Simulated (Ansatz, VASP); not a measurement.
Sr in VASP and in Ansatz

```
Sr
1.0
    -2.34917    2.34917    2.58409
     2.34917   -2.34917    2.58409
     2.34917    2.34917   -2.58409
Sr
1
Direct
  0.00000 0.00000 0.00000
```

Alike in both runs: task single point; functional PBEsol; k mesh 16 × 16 × 16; occupations gaussian, width 0.15 eV; no spin polarisation.

```csv
,VASP,Ansatz
version,VASP 6.6.1,Ansatz 0.2.0
potentials or method,"VASP PAW PBE potentials, release 64 (Sr_sv), cutoff 520 eV","scalar-relativistic, plane waves, PAW"
valence electrons in the cell,10,10
```

|  | VASP | Ansatz | Ansatz less VASP |
| --- | --- | --- | --- |
| gap on the k mesh at the Fermi level (eV) | none | none | - |
| pressure (GPa) | -1.1 | -1.1 | -0.01 |

VASP's potentials were made for PBE, not for PBEsol. A gap of «none» marks a metal or a gap that the smearing closes.
